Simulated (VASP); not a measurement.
# Ta3N (P6_3/mmc) in VASP: single point with PBE

Aim: the single point of Ta3N with PBE.

All numbers are computed with VASP 6.6.1; they aren't measurements. Logs are shortened: lines on timing, memory, paths and dates and some standing lists are left out, and cuts for length are marked.

### 1 The cell of the first run

Symmetry: P6_3/mmc, No. 194, hexagonal system. The conventional cell has a = 5.470 Å, b = 5.470 Å, c = 4.792 Å, α = 90.00°, β = 90.00°, γ = 120.00°. Within 3.6 Å of Ta (site symmetry mm2) lie 8 Ta at 2.72 to 2.87 Å and 4 N at 2.73 to 2.87 Å. N (site symmetry -6m2) has 12 Ta at 2.73 to 2.87 Å within 3.6 Å.

### 2 Single point, PBE

INCAR

```
PREC = Accurate ; ENCUT = 520
EDIFF = 1E-7 ; ISMEAR = 0
SIGMA = 0.1 ; LREAL = False
LASPH = True ; NELM = 60
ALGO = Normal ; ISIF = 2
LWAVE = False ; LCHARG = True
GGA = PE ; LELF = True
LVHAR = True ; NBANDS = 48
```

KPOINTS

```
Automatic mesh
0
Gamma
  12 12 8
```

POSCAR

```
Ta3N
1.0
    5.4698550597      0.0000000000      0.0000000000
   -2.7349275298      4.7370334367      0.0000000000
    0.0000000000      0.0000000000      4.7919269350
Ta N
6 2
Direct
    0.8340201663      0.6680403327      0.2500000000
    0.1659798337      0.8340201663      0.7500000000
    0.3319596673      0.1659798337      0.2500000000
    0.1659798337      0.3319596673      0.7500000000
    0.8340201663      0.1659798337      0.2500000000
    0.6680403327      0.8340201663      0.7500000000
    0.3333333333      0.6666666667      0.2500000000
    0.6666666667      0.3333333333      0.7500000000
```

Potentials or basis: VASP PAW PBE potentials, release 64 (Ta_pv, N).

Launch:

```sh
cat potpaw_PBE.64/Ta_pv/POTCAR potpaw_PBE.64/N/POTCAR > POTCAR
mpirun -np 1 vasp_std > vasp.out
```

OUTCAR:

```text
PREC = Accurate
   ENCUT = 520
   EDIFF = 1E-7
   ISMEAR = 0
   LREAL = False
   LASPH = True
   NELM = 60
   ISIF = 2
   GGA = PE

 ion  position               nearest neighbor table
   1  0.834  0.668  0.250-   5 2.72   3 2.72   5 2.75   3 2.75   6 2.87   6 2.87   2 2.87   2 2.87

   2  0.166  0.834  0.750-   4 2.72   6 2.72   4 2.75   6 2.75   3 2.87   3 2.87   1 2.87   1 2.87

   3  0.332  0.166  0.250-   5 2.72   1 2.72   5 2.75   1 2.75   4 2.87   4 2.87   2 2.87   2 2.87

   4  0.166  0.332  0.750-   2 2.72   6 2.72   2 2.75   6 2.75   3 2.87   3 2.87   5 2.87   5 2.87

   5  0.834  0.166  0.250-   1 2.72   3 2.72   1 2.75   3 2.75   6 2.87   6 2.87   4 2.87   4 2.87

   6  0.668  0.834  0.750-   2 2.72   4 2.72   2 2.75   4 2.75   1 2.87   1 2.87   5 2.87   5 2.87

   7  0.333  0.667  0.250-
   8  0.667  0.333  0.750-

  LATTYP: Found a hexagonal cell.
 ALAT       =     5.4698550597
 C/A-ratio  =     0.8760610442

  Lattice vectors:

 A1 = (   5.4698550597,   0.0000000000,   0.0000000000)
 A2 = (  -2.7349275298,   4.7370334367,   0.0000000000)
 A3 = (   0.0000000000,   0.0000000000,   4.7919269350)

Analysis of symmetry for initial positions (statically):
=====================================================================
 Subroutine PRICEL returns:
 Original cell was already a primitive cell.

 Routine SETGRP: Setting up the symmetry group for a
 hexagonal supercell.

 Subroutine GETGRP returns: Found 24 space group operations
 (whereof 12 operations were pure point group operations)
 out of a pool of 24 trial point group operations.

The static configuration has the point symmetry D_3d.
 The point group associated with its full space group is D_6h.

Analysis of symmetry for dynamics (positions and initial velocities):
=====================================================================
 Subroutine PRICEL returns:
 Original cell was already a primitive cell.

 Routine SETGRP: Setting up the symmetry group for a
 hexagonal supercell.

 Subroutine GETGRP returns: Found 24 space group operations
 (whereof 12 operations were pure point group operations)
 out of a pool of 24 trial point group operations.

The dynamic configuration has the point symmetry D_3d.
 The point group associated with its full space group is D_6h.

 Subroutine INISYM returns: Found 24 space group operations
 (whereof 12 operations are pure point group operations),
 and found     1 'primitive' translations

----------------------------------------------------------------------------------------

                                     Primitive cell

  volume of cell :     124.1631

  direct lattice vectors                    reciprocal lattice vectors
     5.469855060  0.000000000  0.000000000     0.182820201  0.105551292  0.000000000
    -2.734927530  4.737033437  0.000000000     0.000000000  0.211102584  0.000000000
     0.000000000  0.000000000  4.791926935     0.000000000  0.000000000  0.208684317

  length of vectors
     5.469855060  5.469855060  4.791926935     0.211102584  0.211102584  0.208684317

  position of ions in fractional coordinates (direct lattice)
     0.834020166  0.668040333  0.250000000
     0.165979834  0.834020166  0.750000000
     0.331959667  0.165979834  0.250000000
     0.165979834  0.331959667  0.750000000
     0.834020166  0.165979834  0.250000000
     0.668040333  0.834020166  0.750000000
     0.333333333  0.666666667  0.250000000
     0.666666667  0.333333333  0.750000000

  ion indices of the primitive-cell ions
   primitive index   ion index
                 1           1
                 2           2
                 3           3
                 4           4
                 5           5
                 6           6
                 7           7
                 8           8

----------------------------------------------------------------------------------------

 KPOINTS: Automatic mesh

Automatic generation of k-mesh.
 Grid dimensions read from file:
 generate k-points for:   12   12    8

 Generating k-lattice:

  Cartesian coordinates                     Fractional coordinates (reciprocal lattice)
     0.015235017  0.008795941  0.000000000     0.083333333  0.000000000  0.000000000
     0.000000000  0.017591882  0.000000000     0.000000000  0.083333333  0.000000000
     0.000000000  0.000000000  0.026085540     0.000000000  0.000000000  0.125000000

  Length of vectors
     0.017591882  0.017591882  0.026085540

  Shift w.r.t. Gamma in fractional coordinates (k-lattice)
     0.000000000  0.000000000  0.000000000

 Subroutine IBZKPT returns following result:
 ===========================================

 Found     95 irreducible k-points:

 Following reciprocal coordinates:
            Coordinates               Weight
  0.000000  0.000000  0.000000      1.000000
  0.083333 -0.000000  0.000000      6.000000
  0.166667  0.000000  0.000000      6.000000
  0.250000  0.000000  0.000000      6.000000
  0.333333  0.000000  0.000000      6.000000
  0.416667  0.000000  0.000000      6.000000
[... 16 lines left out ...]
  0.250000  0.000000  0.125000     12.000000
  0.333333  0.000000  0.125000     12.000000
 [... further k-points ...]
   k-points           NKPTS =     95   k-points in BZ     NKDIM =     95   number of bands    NBANDS=     48
   number of dos      NEDOS =    301   number of ions     NIONS =      8
   total plane-waves  NPLWV =  63504
   dimension x,y,z NGX =    42 NGY =   42 NGZ =   36
   dimension x,y,z NGXF=    84 NGYF=   84 NGZF=   72
   ions per type =               6   2
   NGX,Y,Z   is equivalent  to a cutoff of  12.77, 12.77, 12.49 a.u.
   NGXF,Y,Z  is equivalent  to a cutoff of  25.53, 25.53, 24.98 a.u.
 SYSTEM =  unknown system
   PREC   = accura    normal or accurate (medium, high low for compatibility)
   ISTART =      0    job   : 0-new  1-cont  2-samecut
   ICHARG =      2    charge: 1-file 2-atom 10-const
   ISPIN  =      1    spin polarized calculation?
   LNONCOLLINEAR =      F non collinear calculations
   LSORBIT =      F    spin-orbit coupling
   LASPH  =      T    aspherical Exc in radial PAW
   ENCUT  =  520.0 eV  38.22 Ry    6.18 a.u.  10.17 10.17  8.91*2*pi/ulx,y,z
   NELM   =     60;   NELMIN=  2; NELMDL= -5     # of ELM steps
   EDIFF  = 0.1E-06   stopping-criterion for ELM
   LREAL  =      F    real-space projection
   EDIFFG = 0.1E-05   stopping-criterion for IOM
   NSW    =      0    number of steps for IOM
   IBRION =     -1    ionic relax: 0-MD 1-quasi-New 2-CG
   NFREE  =      0    steps in history (QN), initial steepest desc. (CG)
   ISIF   =      2    stress and relaxation
   ISYM   =      2    0-nonsym 1-usesym 2-fastsym
   POTIM  = 0.5000    time-step for ionic-motion
   TEBEG  =    0.0;   TEEND  =   0.0 temperature during run
   PSTRESS=    0.0 pullay stress
   NELECT =      76.0000    total number of electrons
   NUPDOWN=      -1.0000    fix difference up-down
   EMIN   =  10.00;   EMAX   =-10.00  energy-range for DOS
   EFERMI =   0.00;   METHOD = LEGACY
   ISMEAR =     0;   SIGMA  =   0.10  broadening in eV -4-tet -1-fermi 0-gaus
   EFERMI_NEDOS =   21; number of points for ismear=-14 and -15
   IALGO  =     38    algorithm
   IMIX   =      4    mixing-type and parameters
     AMIX     =   0.40;   BMIX     =  1.00
     AMIX_MAG =   1.60;   BMIX_MAG =  1.00
  volume/ion in A,a.u.               =      15.52       104.74
  Fermi-wavevector in a.u.,A,eV,Ry     =   1.390001  2.626722 26.287866  1.932104
  Thomas-Fermi vector in A             =   2.513978
   LORBIT       =      0    0 simple, 1 ext, 2 COOP (PROOUT), +10 PAW based schemes
   GGA     = PE    functional components
   LHFCALC =     F    Hartree Fock is set to
   AEXX    =    0.0000 exact exchange contribution
   IVDW    =     0    specifies the selected vdW correction
   LEPSILON=     F    determine dielectric tensor
   LRPA    =     F    only Hartree local field effects (RPA)
 non-spin polarized calculation
 Gauss-broadening in eV      SIGMA  =   0.10
  energy-cutoff  :      520.00
  volume of cell :      124.16
 maximum number of plane-waves:      3372
 NGX is ok and might be reduce to    42
   NGX = 21   NGY = 21   NGZ = 17

 number of electron      75.9999988 magnetization

 Free energy of the ion-electron system (eV)
  ---------------------------------------------------
  ext. energy  EPLUGINS =         0.00000000
  ---------------------------------------------------
  free energy    TOTEN  =       -79.94510939 eV

  energy without entropy =      -79.90281405  energy(sigma->0) =      -79.92396172

 E-fermi :   5.9325     XC(G=0): -12.4687

 val. band max:        5.9312242636   @ k =   0.0833   0.0833   0.0000
 cond. band min:       5.9348682391   @ k =   0.1667   0.0833   0.0000
 fundamental gap:      0.0036439755
 Fermi energy:         5.9324781039

 k-point     1 :       0.0000    0.0000    0.0000
  band No.  band energies     occupation
      1     -29.1656      2.00000
      2     -28.9361      2.00000
      3     -28.8177      2.00000
      4     -28.6959      2.00000
      5     -28.6959      2.00000
      6     -28.6108      2.00000
[... 40 lines left out ...]
     47       9.4267      0.00000
     48       9.4269      0.00000

 k-point     2 :       0.0833   -0.0000    0.0000
  band No.  band energies     occupation
      1     -29.1460      2.00000
      2     -28.9182      2.00000
      3     -28.8129      2.00000
      4     -28.6934      2.00000
      5     -28.6848      2.00000
      6     -28.6074      2.00000
[... 40 lines left out ...]
     47       9.3842      0.00000
     48       9.5256      0.00000

 k-point     3 :       0.1667    0.0000    0.0000
  band No.  band energies     occupation
      1     -29.0902      2.00000
      2     -28.8688      2.00000
      3     -28.7989      2.00000
      4     -28.6838      2.00000
      5     -28.6519      2.00000
      6     -28.5948      2.00000
[... 1060 lines left out ...]
     47       8.9821      0.00000
     48       9.3459      0.00000

 k-point    24 :       0.3333    0.0000    0.1250
  band No.  band energies     occupation
      1     -28.9252      2.00000
      2     -28.8065      2.00000
      3     -28.6920      2.00000
      4     -28.6328      2.00000
      5     -28.5640      2.00000
      6     -28.5011      2.00000
[... 40 lines left out ...]
     47       8.8348      0.00000
     48       8.9102      0.00000

 [... further k-points ...]

------------------------ aborting loop because EDIFF is reached ----------------------------------------

  FORCE on cell =-STRESS in cart. coord.  units (eV):
  Direction    XX          YY          ZZ          XY          YZ          ZX
  --------------------------------------------------------------------------------------
  -------------------------------------------------------------------------------------
  Total        0.1944255      0.1944255      0.0752938      0.0000000     -0.0000000     -0.0000000
  in kB        2.5088310      2.5088310      0.9715778      0.0000000     -0.0000000     -0.0000000
  external PRESSURE =       1.9964132 kB  Pullay stress =       0.0000000 kB

 VOLUME and BASIS-vectors are now :
 -----------------------------------------------------------------------------
  energy-cutoff  :      520.00
  volume of cell :      124.16
      direct lattice vectors                 reciprocal lattice vectors
     5.469855060  0.000000000  0.000000000     0.182820201  0.105551292  0.000000000
    -2.734927530  4.737033437  0.000000000     0.000000000  0.211102584  0.000000000
     0.000000000  0.000000000  4.791926935     0.000000000  0.000000000  0.208684317

 POSITION                                       TOTAL-FORCE (eV/Angst)
 -----------------------------------------------------------------------------------
      2.73493      3.16453      1.19798         0.000000      0.002033      0.000000
     -1.37310      3.95078      3.59395        -0.001761      0.001017     -0.000000
      1.36183      0.78625      1.19798        -0.001761     -0.001017     -0.000000
      0.00000      1.57250      3.59395        -0.000000     -0.002033     -0.000000
      4.10803      0.78625      1.19798         0.001761     -0.001017      0.000000
      1.37310      3.95078      3.59395         0.001761      0.001017      0.000000
     -0.00000      3.15802      1.19798        -0.000000      0.000000      0.000000
      2.73493      1.57901      3.59395         0.000000      0.000000      0.000000
 -----------------------------------------------------------------------------------
    total drift:                                0.000000     -0.000000      0.000000

  FREE ENERGIE OF THE ION-ELECTRON SYSTEM (eV)
  ---------------------------------------------------
  free  energy   TOTEN  =       -79.9451093882 eV

  energy  without entropy=      -79.9028140497  energy(sigma->0) =      -79.92396172
```

Run time: 10 min. Hardware: 1 thread of Intel Xeon Platinum 8259CL at 2.50GHz (Skylake/Cascade Lake), shared host; peak memory 0.53 GiB.

Results:

- Free energy: -79.9451 eV
- Pressure: 0.2 GPa
- Band gap on the k mesh: zero (bands 38 and 39 overlap by 1.43 eV)

Forces in eV/Å, atoms in the order of the input:
```
Ta   0.000  0.002  0.000
Ta  -0.002  0.001  0.000
Ta  -0.002 -0.001  0.000
Ta   0.000 -0.002  0.000
Ta   0.002 -0.001  0.000
Ta   0.002  0.001  0.000
N    0.000  0.000  0.000
N    0.000  0.000  0.000
```

Caveat: spin-orbit coupling is left out, which moves the levels of the heavy elements.
